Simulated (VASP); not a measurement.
Write the native input for VASP 6.6.1 that does the following.

- Task: single point
- Functional: PBE
- Potentials or basis: VASP PAW PBE potentials, release 64 (Ti_sv, O)
- Cutoff: 520 eV
- k mesh: 6 × 6 × 10
- Occupations: gaussian, width 0.05 eV
- Spin: no spin polarisation
- Dipole correction: no
- Further INCAR settings: ALGO = Normal; EDIFF = 1e-06; NBANDS = 33

The structure of TiO2 lies in POSCAR:

```
TiO2
1.0
    4.6430645122      0.0000000000      0.0000000000
    0.0000000000      4.6430645122      0.0000000000
    0.0000000000      0.0000000000      2.9640243990
Ti O
2 4
Direct
    0.0174181028     -0.0174181028     -0.0446871303
    0.5000000000      0.5000000000      0.5000000000
    0.3051105247      0.3051105247      0.0000000000
    0.1948894753      0.8051105247      0.5000000000
    0.6948894753      0.6948894753      0.0000000000
    0.8051105247      0.1948894753      0.5000000000
```

This cell differs from its parent crystal: atom 1 (Ti) moved +0.175 Å towards its neighbour atom 4 (O) at 1.958 Å.

One way to write it, as run:

INCAR

```
PREC = Accurate ; ENCUT = 520
EDIFF = 1E-6 ; ISMEAR = 0
SIGMA = 0.05 ; LREAL = False
LASPH = True ; NELM = 100
ALGO = Normal ; ISIF = 2
LWAVE = False ; LCHARG = False
GGA = PE ; NBANDS = 33
```

KPOINTS

```
regular mesh
0
Gamma
  6 6 10
```

Potentials or basis: VASP PAW PBE potentials, release 64 (Ti_sv, O).

Command:

```bash
$ cat potpaw_PBE.64/Ti_sv/POTCAR potpaw_PBE.64/O/POTCAR > POTCAR
$ mpirun -np 1 vasp_std > vasp.out
```

Results of the run:

| Quantity | Value |
| --- | --- |
| Pressure | 2.7 GPa |
| Largest force | 2.824 eV/Å |
| Band gap on the k mesh | 1.75 eV (least direct gap 1.84 eV) |

Caveat: the cell differs from its parent crystal (atom 1 (Ti) moved +0.175 Å towards its neighbour atom 4 (O) at 1.958 Å); forces of over 1 eV/Å act on the atoms, so gaps and moduli don't describe the material at rest.

It took 89 s on 1 thread of Intel(R) Xeon(R) 6975P-C (Granite Rapids), on a shared host, peak memory 0.3 GiB.
